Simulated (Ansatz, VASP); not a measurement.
**BePd: VASP beside Ansatz**

File INCAR:

```
PREC = Accurate
ENCUT = 520
EDIFF = 1E-8
ISMEAR = -1
SIGMA = 0.08
LREAL = False
LASPH = True
NELM = 60
ALGO = Normal
ISIF = 2
LWAVE = False
LCHARG = False
GGA = CA
LEFG = True
NBANDS = 13
```

Contents of KPOINTS:

```
regular mesh
0
Gamma
  12 12 12
```

POSCAR

```
BePd
1.0
    2.8130000000      0.0000000000      0.0000000000
    0.0000000000      2.8130000000      0.0000000000
    0.0000000000      0.0000000000      2.8692600000
Be Pd
1 1
Direct
    0.0000000000      0.0000000000      0.0000000000
    0.5000000000      0.5000000000      0.5000000000
```

Input for Ansatz:

```yaml
crystal:
  lattice:
    - [2.813, 0.0, 0.0]
    - [0.0, 2.813, 0.0]
    - [0.0, 0.0, 2.86926]
  atoms:
    - { symbol: Be, position: [0.0, 0.0, 0.0] }
    - { symbol: Pd, position: [0.5, 0.5, 0.5] }
kpoints:
  mp_grid: { grid: [12, 12, 12] }
scf:
  occupations: { method: fermi_dirac, width: 0.08 }
hamiltonian:
  xc: lda
  pseudopotentials: { kind: all_electron, datasets: crystal }
output:
  forces: true
  stress: true
  eigenvalues: true
  efg: { contact_densities: true }
```

Change from the starting cell: zz strain of +2 %, crystal datasets.

Alike in both runs: task electric field gradients; functional LDA; k mesh 12 × 12 × 12; occupations fermi-dirac, width 0.08 eV; no spin polarisation.

|  | VASP | Ansatz |
| --- | --- | --- |
| version | VASP 6.6.1 | Ansatz 0.2.0 |
| potentials or method | VASP PAW LDA potentials, release 64 (Be, Pd), cutoff 520 eV | all-electron PAW with datasets made for the crystal, scalar-relativistic |

VASP gave:

* pressure (GPa): -10.6
* traceless stress, the component that is largest in VASP (GPa): -0.51
* size of Vzz on the site where it differs most (V/Å²): 9.4

Q: What did Ansatz give for the same quantities?

A: Pressure (GPa): -11.1; traceless stress, the component that is largest in VASP (GPa): -0.50; size of Vzz on the site where it differs most (V/Å²): 6.9.

LDA's correlation is that of Perdew and Zunger in VASP and of Perdew and Wang (1992) in Ansatz. Ansatz ran all-electron here, and VASP with PAW potentials.
